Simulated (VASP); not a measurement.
Here is a VASP 6.6.1 calculation.

File INCAR:

```
PREC = Accurate ; ENCUT = 500
EDIFF = 1E-6 ; ISMEAR = 0
SIGMA = 0.1 ; LREAL = False
LASPH = True ; NELM = 120
ALGO = Normal ; ISIF = 2
LWAVE = False ; LCHARG = True
GGA = PS ; LELF = True
LVHAR = True ; NBANDS = 20
GGA_COMPAT = False
```

KPOINTS

```
Automatic mesh
0
Gamma
  6 6 4
```

Contents of POSCAR:

```
Nb
1.0
    3.0488450737      0.0000000000      0.0000000000
   -1.5244225368      2.6403772860      0.0000000000
    0.0000000000      0.0000000000      4.9484370199
Nb
2
Direct
    0.3333333333      0.6666666667      0.2500000000
    0.6666666667      0.3333333333      0.7500000000
```

Potentials or basis: VASP PAW PBE potentials, release 64 (Nb_sv).

Run with:

```console
$ cat potpaw_PBE.64/Nb_sv/POTCAR > POTCAR
$ mpirun -np 1 vasp_std > vasp.out
```

Task: Predict the pressure.

Result: -14.9 GPa.

Task: Predict the band gap on the k mesh.

Result: Zero (band 13 reaches 11.71 eV, above the bottom of band 14 at 9.50 eV).

Stress tensor (GPa, compression positive):
```
-17.04   0.00   0.00
  0.00 -17.04   0.00
  0.00   0.00 -10.50
```

Caveat: the k points lie up to 0.40 Å⁻¹ apart; the PAW data sets were made with another functional, which shifts forces and pressure a little.
